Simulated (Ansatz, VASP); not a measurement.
**In2Ni3S2: VASP beside Ansatz**

INCAR

```
SYSTEM = In2Ni3S2
  ALGO = Normal
  EDIFF = 1E-6
  ENCUT = 520
  GGA = CA
  ISIF = 2
  ISMEAR = 0
  LASPH = .True.
  LCHARG = .False.
  LREAL = .False.
  LWAVE = .False.
  NBANDS = 43
  NELM = 60
  PREC = Accurate
  SIGMA = 0.1
```

KPOINTS

```
k-points
0
Gamma
  6 6 6
  0 0 0
```

File POSCAR:

```
In2Ni3S2
1.0
    2.6888421947      1.5524037649      4.4940345138
   -2.6888421947      1.5524037649      4.4940345138
    0.0000000000     -3.1048075299      4.4940345138
In Ni S
2 3 2
Direct
    0.5000000000      0.5000000000      0.5000000000
    0.0000000000      0.0000000000      0.0000000000
    0.5000000000      0.0000000000      0.0000000000
    0.0000000000      0.5000000000      0.0000000000
    0.0000000000      0.0000000000      0.5000000000
    0.7230808100      0.7230808100      0.7230808100
    0.2769191900      0.2769191900      0.2769191900
```

Input for Ansatz:

```yaml
crystal:
  lattice:
    - [2.6888421947, 1.5524037649, 4.4940345138]
    - [-2.6888421947, 1.5524037649, 4.4940345138]
    - [0.0, -3.1048075299, 4.4940345138]
  atoms:
    - { symbol: In, position: [0.5, 0.5, 0.5] }
    - { symbol: In, position: [0.0, 0.0, 0.0] }
    - { symbol: Ni, position: [0.5, 0.0, 0.0] }
    - { symbol: Ni, position: [0.0, 0.5, 0.0] }
    - { symbol: Ni, position: [0.0, 0.0, 0.5] }
    - { symbol: S, position: [0.72308081, 0.72308081, 0.72308081] }
    - { symbol: S, position: [0.27691919, 0.27691919, 0.27691919] }
basis:
  ecutwfc: 420
kpoints:
  mp_grid: { grid: [6, 6, 6] }
hamiltonian:
  xc: lda
scf:
  occupations: { method: gaussian, width: 0.1 }
output:
  forces: true
  stress: true
  eigenvalues: true
```

Alike in both runs: task single point; functional LDA; k mesh 6 × 6 × 6; occupations gaussian, width 0.1 eV; no spin polarisation.

```csv
,VASP,Ansatz
version,VASP 6.6.1,Ansatz 0.2.0
potentials or method,"VASP PAW LDA potentials, release 64 (In_d, Ni, S), cutoff 520 eV","scalar-relativistic, plane waves, PAW"
valence electrons in the cell,68,92
```

|  | VASP | Ansatz | Ansatz less VASP |
| --- | --- | --- | --- |
| gap on the k mesh at the Fermi level (eV) | none | none | - |
| pressure (GPa) | -5.7 | -6.0 | -0.39 |
| traceless stress, the component that is largest in VASP (GPa) | -0.10 | -0.12 | -0.017 |
| rms of the force components (eV/Å) | 0.094 | 0.097 | +0.0032 |

LDA's correlation is that of Perdew and Zunger in VASP and of Perdew and Wang (1992) in Ansatz. Atom by atom the forces differ by 0.003 eV/Å (rms over components). A gap of «none» marks a metal or a gap that the smearing closes. VASP's potentials hold 68 valence electrons a cell and Ansatz's 92, so a difference there can come from the potentials and not from the codes.
